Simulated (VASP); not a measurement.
Crystal: HfSc2O3.

```
Hf Sc O
1.0
     5.19381    0.00000    0.00000
    -2.59690    4.49797    0.00000
     0.00000    0.00000    3.11507
Hf Sc O
1 2 3
Cartesian
  0.0000 0.0000 0.0000
  0.0000 2.9986 1.5575
  2.5969 1.4993 1.5575
  2.5969 0.0000 0.0000
  -1.2985 2.2490 0.0000
  1.2985 2.2490 0.0000
```

| Property | Result |
| --- | --- |
| Program | VASP 6.6.1 |
| Task | relaxation of cell and atoms |
| Functional | PBE |
| Potentials or basis | VASP PAW PBE potentials, release 64 (Hf_pv, Sc_sv, O) |
| Cutoff | 600 eV |
| k mesh | 6 × 6 × 6 |
| Occupations | gaussian, width 0.1 eV |
| Spin | no spin polarisation |

At the start: pressure 0.5 GPa; volume 12.13 Å³/atom.

How do energy, volume and symmetry change on relaxing?

Over 3 steps the energy falls by 2.1 meV/atom and the volume is 12.21 Å³/atom (+0.7 %); space group P6/mmm (No. 191, to 0.05 Å).

The path:
| step | energy change (eV) | largest force (eV/Å) | pressure (GPa) | volume (Å³) |
| --- | --- | --- | --- | --- |
| 1 | 0.0000 | 0.0000 | 0.50 | 72.77 |
| 2 | -0.0120 | 0.0000 | 0.29 | 73.17 |
| 3 | -0.0125 | 0.0000 | 0.22 | 73.27 |

Final structure:
```cif
data_structure
_symmetry_space_group_name_H-M 'P 1'
_symmetry_Int_Tables_number 1
_cell_length_a 5.2390
_cell_length_b 5.2390
_cell_length_c 3.0826
_cell_angle_alpha 90.000
_cell_angle_beta 90.000
_cell_angle_gamma 120.000
_cell_volume 73.27
loop_
_atom_site_label
_atom_site_type_symbol
_atom_site_fract_x
_atom_site_fract_y
_atom_site_fract_z
_atom_site_occupancy
Hf1 Hf 0.00000 0.00000 0.00000 1
Sc1 Sc 0.33333 0.66667 0.50000 1
Sc2 Sc 0.66667 0.33333 0.50000 1
O1 O 0.50000 0.00000 0.00000 1
O2 O 0.00000 0.50000 0.00000 1
O3 O 0.50000 0.50000 0.00000 1
```
